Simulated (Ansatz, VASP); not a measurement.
CdS: VASP beside Ansatz

Contents of INCAR:

```
PREC = Accurate ; ENCUT = 520
EDIFF = 1E-6 ; ISMEAR = 0
SIGMA = 0.01 ; LREAL = F
LASPH = T ; NELM = 100
ALGO = Normal ; ISIF = 2
LWAVE = F ; LCHARG = F
NBANDS = 26
```

The input KPOINTS:

```
regular mesh
0
Gamma
  6 6 4
```

POSCAR

```
CdS
1.0
    4.0938762419      0.0000000000      0.0000000000
   -2.0469381210      3.5454008254      0.0000000000
    0.0000000000      0.0000000000      6.6065062485
Cd S
2 2
Direct
    0.3333333333      0.6666666667     -0.0016838731
    0.6666666667      0.3333333333      0.4983161269
    0.3333333333      0.6666666667      0.3766838731
    0.6666666667      0.3333333333      0.8766838731
```

Input for Ansatz:

```yaml
crystal:
  lattice:
    - [4.09387624192, 0.0, 0.0]
    - [-2.04693812096, 3.54540082545, 0.0]
    - [0.0, 0.0, 6.6065062485]
  atoms:
    - { symbol: Cd, position: [0.333333333333, 0.666666666667, -0.001683873052] }
    - { symbol: Cd, position: [0.666666666667, 0.333333333333, 0.498316126948] }
    - { symbol: S, position: [0.333333333333, 0.666666666667, 0.376683873052] }
    - { symbol: S, position: [0.666666666667, 0.333333333333, 0.876683873052] }
kpoints:
  mp_grid: { grid: [6, 6, 4] }
scf:
  occupations: { method: fixed }
  convergence: { dr2_threshold: 1.0e-10 }
hamiltonian:
  xc: lda
  pseudopotentials: { kind: all_electron, lapw: { basis_error: 0.0005 } }
output:
  forces: true
  stress: true
  eigenstates:
    kpoints:
      - [0.0, 0.0, 0.0]
      - [0.0, 0.0, -0.5]
      - [-0.5, 0.0, 0.0]
      - [-0.5, 0.5, 0.0]
      - [0.0, -0.5, 0.0]
      - [-0.5, 0.0, -0.5]
      - [-0.5, 0.5, -0.5]
      - [0.0, -0.5, -0.5]
  eigenvalues: true
```

Change from the starting cell: film at in-plane strain +0.005.

Alike in both runs: task single point; functional LDA; k mesh 6 × 6 × 4; no spin polarisation.

|  | VASP | Ansatz |
| --- | --- | --- |
| version | VASP 6.6.1 | Ansatz 0.2.0 |
| potentials or method | VASP PAW LDA potentials, release 64 (Cd, S), cutoff 520 eV | all-electron LAPW, scalar-relativistic |
| occupations | gaussian, width 0.01 eV | fixed |

Ansatz gave:

```
gap on the k mesh at the Fermi level (eV)                     : 1.03
pressure (GPa)                                                : -0.3
traceless stress, the component that is largest in VASP (GPa) : 0.33
```

Question: Which values does VASP return?

Answer: gap on the k mesh at the Fermi level (eV): 1.06; pressure (GPa): 0.3; traceless stress, the component that is largest in VASP (GPa): 0.33.

LDA's correlation is that of Perdew and Zunger in VASP and of Perdew and Wang (1992) in Ansatz. Ansatz ran all-electron here, and VASP with PAW potentials.
